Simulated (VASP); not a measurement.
# Ti (Im-3m) in VASP: a series of runs

Runs on Ti. Level: PBEsol. Tasks: single point.

All numbers are computed with VASP 6.6.1; they aren't measurements. Logs are shortened: lines on timing, memory, paths and dates and some standing lists are left out, and cuts for length are marked.

## (1) The cell of the first run

Symmetry: Im-3m, No. 229, cubic system. The conventional cell has a = 3.050 Å, b = 3.050 Å, c = 3.050 Å, α = 90.00°, β = 90.00°, γ = 90.00°. Ti (site symmetry m-3m) has 14 Ti at 2.64 to 3.05 Å within 3.5 Å.

## (2) Single point, PBEsol (strain -0.050 along x and y, -0.050 along z)

INCAR reads:

```
PREC = Accurate
ENCUT = 520
EDIFF = 1E-7
ISMEAR = 0
SIGMA = 0.15
LREAL = False
LASPH = True
NELM = 60
ALGO = Fast
ISIF = 2
LWAVE = False
LCHARG = False
GGA = PS
NBANDS = 12
```

KPOINTS reads:

```
Automatic mesh
0
Gamma
  26 26 26
```

POSCAR reads:

```
Ti
1.0
   -1.5248602598      1.5248602598      1.5248602598
    1.5248602598     -1.5248602598      1.5248602598
    1.5248602598      1.5248602598     -1.5248602598
Ti
1
Direct
    0.0000000000      0.0000000000      0.0000000000
```

Potentials or basis: VASP PAW PBE potentials, release 64 (Ti_sv).

On the command line:

```sh
cat potpaw_PBE.64/Ti_sv/POTCAR > POTCAR
mpirun -np 1 vasp_std > vasp.out
```

OUTCAR:

```text
PREC = Accurate
   ENCUT = 520
   EDIFF = 1E-7
   ISMEAR = 0
   LREAL = False
   LASPH = True
   NELM = 60
   ISIF = 2
   GGA = PS

 ion  position               nearest neighbor table
   1  0.000  0.000  0.000-

  LATTYP: Found a body centered cubic cell.
 ALAT       =     3.0497205196

  Lattice vectors:

 A1 = (  -1.5248602598,   1.5248602598,   1.5248602598)
 A2 = (   1.5248602598,  -1.5248602598,   1.5248602598)
 A3 = (   1.5248602598,   1.5248602598,  -1.5248602598)

Analysis of symmetry for initial positions (statically):
=====================================================================
 Subroutine PRICEL returns:
 Original cell was already a primitive cell.

 Routine SETGRP: Setting up the symmetry group for a
 body centered cubic supercell.

 Subroutine GETGRP returns: Found 48 space group operations
 (whereof 48 operations were pure point group operations)
 out of a pool of 48 trial point group operations.

The static configuration has the point symmetry O_h .

Analysis of symmetry for dynamics (positions and initial velocities):
=====================================================================
 Subroutine PRICEL returns:
 Original cell was already a primitive cell.

 Routine SETGRP: Setting up the symmetry group for a
 body centered cubic supercell.

 Subroutine GETGRP returns: Found 48 space group operations
 (whereof 48 operations were pure point group operations)
 out of a pool of 48 trial point group operations.

The dynamic configuration has the point symmetry O_h .

 Subroutine INISYM returns: Found 48 space group operations
 (whereof 48 operations are pure point group operations),
 and found     1 'primitive' translations

----------------------------------------------------------------------------------------

                                     Primitive cell

  volume of cell :      14.1824

  direct lattice vectors                    reciprocal lattice vectors
    -1.524860260  1.524860260  1.524860260     0.000000000  0.327898899  0.327898899
     1.524860260 -1.524860260  1.524860260     0.327898899  0.000000000  0.327898899
     1.524860260  1.524860260 -1.524860260     0.327898899  0.327898899  0.000000000

  length of vectors
     2.641135444  2.641135444  2.641135444     0.463719070  0.463719070  0.463719070

  position of ions in fractional coordinates (direct lattice)
     0.000000000  0.000000000  0.000000000

  ion indices of the primitive-cell ions
   primitive index   ion index
                 1           1
[... 80 lines left out ...]
   POTIM  = 0.5000    time-step for ionic-motion
   TEBEG  =    0.0;   TEEND  =   0.0 temperature during run
   PSTRESS=    0.0 pullay stress
   NELECT =      12.0000    total number of electrons
   NUPDOWN=      -1.0000    fix difference up-down
   EMIN   =  10.00;   EMAX   =-10.00  energy-range for DOS
   EFERMI =   0.00;   METHOD = LEGACY
   ISMEAR =     0;   SIGMA  =   0.15  broadening in eV -4-tet -1-fermi 0-gaus
   EFERMI_NEDOS =   21; number of points for ismear=-14 and -15
   IALGO  =     68    algorithm
   IMIX   =      4    mixing-type and parameters
     AMIX     =   0.40;   BMIX     =  1.00
     AMIX_MAG =   1.60;   BMIX_MAG =  1.00
  volume/ion in A,a.u.               =      14.18        95.71
  Fermi-wavevector in a.u.,A,eV,Ry     =   1.548407  2.926065 32.620853  2.397565
  Thomas-Fermi vector in A             =   2.653362
   LORBIT       =      0    0 simple, 1 ext, 2 COOP (PROOUT), +10 PAW based schemes
   GGA     = PS    functional components
   LHFCALC =     F    Hartree Fock is set to
   AEXX    =    0.0000 exact exchange contribution
   IVDW    =     0    specifies the selected vdW correction
   LEPSILON=     F    determine dielectric tensor
   LRPA    =     F    only Hartree local field effects (RPA)
 non-spin polarized calculation
 RMM-DIIS sequential band-by-band and
 Gauss-broadening in eV      SIGMA  =   0.15
  energy-cutoff  :      520.00
  volume of cell :       14.18
 maximum number of plane-waves:       396
   NGX =  9   NGY =  9   NGZ =  9

 number of electron      12.0000007 magnetization

 Free energy of the ion-electron system (eV)
  ---------------------------------------------------
  ext. energy  EPLUGINS =         0.00000000
  ---------------------------------------------------
  free energy    TOTEN  =        -8.10528045 eV

  energy without entropy =       -8.08624635  energy(sigma->0) =       -8.09576340

 E-fermi :  10.2270     XC(G=0): -12.6336

 val. band max:       10.2255552654   @ k =   0.2308   0.0385   0.0385
 cond. band min:      10.2320346870   @ k =  -0.3462  -0.4615   0.1154
 fundamental gap:      0.0064794216
 Fermi energy:        10.2269918427

 k-point     1 :       0.0000    0.0000    0.0000
  band No.  band energies     occupation
      1     -45.7234      2.00000
      2     -21.3355      2.00000
      3     -21.3355      2.00000
      4     -21.3355      2.00000
      5       3.9187      2.00000
      6      11.3710      0.00000
      7      11.3710      0.00000
      8      11.3710      0.00000
      9      13.6344      0.00000
     10      13.6344      0.00000
     11      29.1169      0.00000
     12      29.1169      0.00000
[... 331 lines left out ...]
 k-point    24 :       0.3846    0.0385    0.0000
  band No.  band energies     occupation
      1     -45.4516      2.00000
      2     -22.5088      2.00000
      3     -21.6941      2.00000
      4     -21.3569      2.00000
      5       7.2389      2.00000
      6       9.6972      2.00000
      7      11.3966      0.00000
      8      13.6242      0.00000
      9      14.0841      0.00000
     10      15.2691      0.00000
     11      22.5888      0.00000
     12      25.5404      0.00000

 [... further k-points ...]

------------------------ aborting loop because EDIFF is reached ----------------------------------------

  FORCE on cell =-STRESS in cart. coord.  units (eV):
  Direction    XX          YY          ZZ          XY          YZ          ZX
  --------------------------------------------------------------------------------------
  -------------------------------------------------------------------------------------
  Total        1.9108657      1.9108657      1.9108657      0.0000000      0.0000000     -0.0000000
  in kB      215.8691691    215.8691691    215.8691691      0.0000000      0.0000000     -0.0000000
  external PRESSURE =     215.8691691 kB  Pullay stress =       0.0000000 kB

 VOLUME and BASIS-vectors are now :
 -----------------------------------------------------------------------------
  energy-cutoff  :      520.00
  volume of cell :       14.18
      direct lattice vectors                 reciprocal lattice vectors
    -1.524860260  1.524860260  1.524860260     0.000000000  0.327898899  0.327898899
     1.524860260 -1.524860260  1.524860260     0.327898899  0.000000000  0.327898899
     1.524860260  1.524860260 -1.524860260     0.327898899  0.327898899  0.000000000

 POSITION                                       TOTAL-FORCE (eV/Angst)
 -----------------------------------------------------------------------------------
      0.00000      0.00000      0.00000        -0.000000      0.000000      0.000000
 -----------------------------------------------------------------------------------
    total drift:                                0.000000      0.000000      0.000000

  FREE ENERGIE OF THE ION-ELECTRON SYSTEM (eV)
  ---------------------------------------------------
  free  energy   TOTEN  =        -8.1052804513 eV

  energy  without entropy=       -8.0862463513  energy(sigma->0) =       -8.09576340
```

OSZICAR:

```text
N       E                     dE             d eps       ncg     rms          rms(c)
DAV:   1     0.857870802522E+02    0.85787E+02   -0.65480E+03 12300   0.126E+03
DAV:   2    -0.481243308977E+01   -0.90600E+02   -0.87984E+02 12544   0.300E+02
DAV:   3    -0.877524441335E+01   -0.39628E+01   -0.39112E+01 16288   0.639E+01
[... 25 lines left out ...]
RMM:  29    -0.810528009538E+01   -0.13460E-06   -0.19896E-06  9724   0.281E-03    0.757E-03
RMM:  30    -0.810528021284E+01   -0.11747E-06   -0.16045E-06  9371   0.273E-03    0.654E-03
RMM:  31    -0.810528030245E+01   -0.89608E-07   -0.13751E-06  9521   0.280E-03    0.548E-03
RMM:  32    -0.810528037767E+01   -0.75224E-07   -0.10783E-06  9631   0.295E-03    0.416E-03
RMM:  33    -0.810528045135E+01   -0.73674E-07   -0.93887E-07  9427   0.296E-03
   1 F= -.81052805E+01 E0= -.80957634E+01  d E =-.190341E-01
```

stdout:

```text
POSCAR found type information on POSCAR Ti
 POSCAR found :  1 types and       1 ions
 scaLAPACK will be used
 -----------------------------------------------------------------------------
|                                                                             |
|                                                                             |
|     You enforced a specific xc type in the INCAR file but a different       |
[... 32 lines left out ...]
WARNING in EDDRMM: call to ZHEGV failed, returncode =   8  4     11
WARNING in EDDRMM: call to ZHEGV failed, returncode =   6  3      5
WARNING in EDDRMM: call to ZHEGV failed, returncode =   6  3      9
WARNING in EDDRMM: call to ZHEGV failed, returncode =   8  4     11
WARNING in EDDRMM: call to ZHEGV failed, returncode =   6  3     12
WARNING in EDDRMM: call to ZHEGV failed, returncode =   6  3      7
WARNING in EDDRMM: call to ZHEGV failed, returncode =   8  4      6
```

Run time: 2 min. Hardware: 1 thread of Intel Xeon Platinum 8559C (Emerald Rapids), shared host; peak memory 0.2 GiB.

What came out:

* Free energy: -8.1053 eV
* Pressure: 21.6 GPa
* Band gap on the k mesh: zero (band 6 reaches 11.37 eV, above the bottom of band 7 at 9.40 eV)

Levels at points of the mesh, in eV from the Fermi level:
```tsv
k point	band 3	band 4	band 5	band 6	band 7	band 8	band 9	band 10
(0.00, 0.00, 0.00)	-31.56	-31.56	-6.31	1.14	1.14	1.14	3.41	3.41
(0.50, 0.00, 0.00)	-31.95	-31.58	-3.01	-0.67	1.96	3.45	3.90	5.50
(0.50, 0.50, 0.50)	-32.42	-32.42	-2.90	-2.90	5.02	5.02	5.02	10.21
```

Caveat: the cell differs from its parent crystal (strain -0.050 along x and y, -0.050 along z); the PAW data sets were made with another functional, which shifts forces and pressure a little.

## (3) Single point, PBEsol (strain -0.025 along x and y, -0.025 along z)

INCAR reads:

```
ALGO = Normal ; EDIFF = 1E-6
ENCUT = 520 ; GGA = PS
ISIF = 2 ; ISMEAR = 0
LASPH = True ; LCHARG = True
LELF = True ; LREAL = False
LVHAR = True ; LWAVE = False
NBANDS = 12 ; NELM = 100
PREC = Accurate ; SIGMA = 0.15
```

KPOINTS reads:

```
k-points
0
Gamma
  26 26 26
```

POSCAR reads:

```
Ti
1.0
   -1.5649881614      1.5649881614      1.5649881614
    1.5649881614     -1.5649881614      1.5649881614
    1.5649881614      1.5649881614     -1.5649881614
Ti
1
Direct
    0.0000000000      0.0000000000      0.0000000000
```

Potentials or basis: VASP PAW PBE potentials, release 64 (Ti_sv).

On the command line:

```sh
cat potpaw_PBE.64/Ti_sv/POTCAR > POTCAR
mpirun -np 1 vasp_std > vasp.out
```

Run time: 52 s. Hardware: 1 thread of Intel Xeon Platinum 8559C (Emerald Rapids), shared host; peak memory 0.19 GiB.

The run converged. Its results:

```
Free energy            : -8.2148 eV
Pressure               : 9.3 GPa
Band gap on the k mesh : zero (band 6 reaches 10.40 eV, above the bottom of band 7 at 8.56 eV)
```

Levels at points of the mesh, in eV from the Fermi level:
```tsv
k point	band 3	band 4	band 5	band 6	band 7	band 8	band 9	band 10
(0.00, 0.00, 0.00)	-31.83	-31.83	-6.19	1.09	1.09	1.09	3.15	3.15
(0.50, 0.00, 0.00)	-32.14	-31.84	-2.78	-0.55	1.60	3.17	3.58	5.01
(0.50, 0.50, 0.50)	-32.52	-32.52	-2.56	-2.56	4.59	4.59	4.59	9.44
```

Caveat: the cell differs from its parent crystal (strain -0.025 along x and y, -0.025 along z); the PAW data sets were made with another functional, which shifts forces and pressure a little.

## (4) Single point, PBEsol (strain +0.025 along x and y, +0.025 along z)

INCAR reads:

```
PREC = Accurate
ENCUT = 520
EDIFF = 1E-6
ISMEAR = 0
SIGMA = 0.15
LREAL = F
LASPH = T
NELM = 100
ALGO = Normal
ISIF = 2
LWAVE = F
LCHARG = F
GGA = PS
NBANDS = 12
```

KPOINTS reads:

```
regular mesh
0
Gamma
  26 26 26
```

POSCAR reads:

```
Ti
1.0
   -1.6452439646      1.6452439646      1.6452439646
    1.6452439646     -1.6452439646      1.6452439646
    1.6452439646      1.6452439646     -1.6452439646
Ti
1
Direct
    0.0000000000      0.0000000000      0.0000000000
```

On the command line:

```sh
cat potpaw_PBE.64/Ti_sv/POTCAR > POTCAR
mpirun -np 1 vasp_std > vasp.out
```

Wall time 50 s (1 thread of Intel Xeon Platinum 8559C (Emerald Rapids), shared host); peak memory 0.22 GiB.

Results (log left out):

```
Free energy            : -8.2159 eV
Pressure               : -7.5 GPa
Band gap on the k mesh : zero (band 6 reaches 8.66 eV, above the bottom of band 7 at 7.08 eV)
```

Levels at points of the mesh, in eV from the Fermi level:
```
           k point  band 2  band 3  band 4  band 5  band 6  band 7  band 8  band 9  band 10  band 11
(0.00, 0.00, 0.00)  -32.33  -32.33  -32.33   -5.90    0.96    0.96    0.96    2.68     2.68    17.24
(0.50, 0.00, 0.00)  -32.95  -32.53  -32.33   -2.40   -0.38    1.08    2.66    3.00     4.15     8.50
(0.50, 0.50, 0.50)  -32.76  -32.76  -32.76   -2.02   -2.02    3.81    3.81    3.81     8.15     8.15
```

Caveat: the cell differs from its parent crystal (strain +0.025 along x and y, +0.025 along z); the PAW data sets were made with another functional, which shifts forces and pressure a little.

## (5) Single point, PBEsol (strain +0.050 along x and y, +0.050 along z)

INCAR reads:

```
SYSTEM = Ti
ALGO = Fast
EDIFF = 1E-6
ENCUT = 520
GGA = PS
ISIF = 2
ISMEAR = 0
LASPH = .True.
LCHARG = .False.
LREAL = .False.
LWAVE = .False.
NBANDS = 12
NELM = 100
PREC = Accurate
SIGMA = 0.15
```

KPOINTS reads:

```
k-points
0
Gamma
  26 26 26
  0 0 0
```

POSCAR reads:

```
Ti
1.0
   -1.6853718662      1.6853718662      1.6853718662
    1.6853718662     -1.6853718662      1.6853718662
    1.6853718662      1.6853718662     -1.6853718662
Ti
1
Direct
    0.0000000000      0.0000000000      0.0000000000
```

On the command line:

```sh
cat potpaw_PBE.64/Ti_sv/POTCAR > POTCAR
mpirun -np 1 vasp_std > vasp.out
```

Run time: 1.9 min. Hardware: 1 thread of Intel Xeon Platinum 8559C (Emerald Rapids), shared host; peak memory 0.22 GiB.

The run converged. Its results:

```
Free energy            : -8.1299 eV
Pressure               : -13.0 GPa
Band gap on the k mesh : zero (band 6 reaches 7.88 eV, above the bottom of band 7 at 6.42 eV)
```

Levels at points of the mesh, in eV from the Fermi level:
| k point | band 2 | band 3 | band 4 | band 5 | band 6 | band 7 | band 8 | band 9 | band 10 | band 11 |
| --- | --- | --- | --- | --- | --- | --- | --- | --- | --- | --- |
| (0.00, 0.00, 0.00) | -32.55 | -32.55 | -32.55 | -5.73 | 0.89 | 0.89 | 0.89 | 2.46 | 2.46 | 16.73 |
| (0.50, 0.00, 0.00) | -33.04 | -32.70 | -32.55 | -2.24 | -0.32 | 0.90 | 2.43 | 2.74 | 3.78 | 7.75 |
| (0.50, 0.50, 0.50) | -32.89 | -32.89 | -32.89 | -1.80 | -1.80 | 3.47 | 3.47 | 3.47 | 7.61 | 7.61 |

Caveat: the cell differs from its parent crystal (strain +0.050 along x and y, +0.050 along z); the PAW data sets were made with another functional, which shifts forces and pressure a little.

## (6) Summary

| cell | gap on the mesh (eV) | pressure (GPa) |
| --- | --- | --- |
| a = 2.641 Å, angles 109.5°, 1 atom | none | 21.6 |
| a = 2.711 Å, angles 109.5°, 1 atom | none | 9.3 |
| a = 2.850 Å, angles 109.5°, 1 atom | none | -7.5 |
| a = 2.919 Å, angles 109.5°, 1 atom | none | -13.0 |

Alike in all rows: task single point; level PBEsol; potentials or basis VASP PAW PBE potentials, release 64 (Ti_sv); no spin polarisation; k mesh 26 × 26 × 26; cutoff (eV) 520; smearing gaussian 0.15 eV.

Caveats: the PAW data sets were made with another functional, which shifts forces and pressure a little.

Total energies depend on the potentials used, so only differences within one code and one set of settings carry meaning.
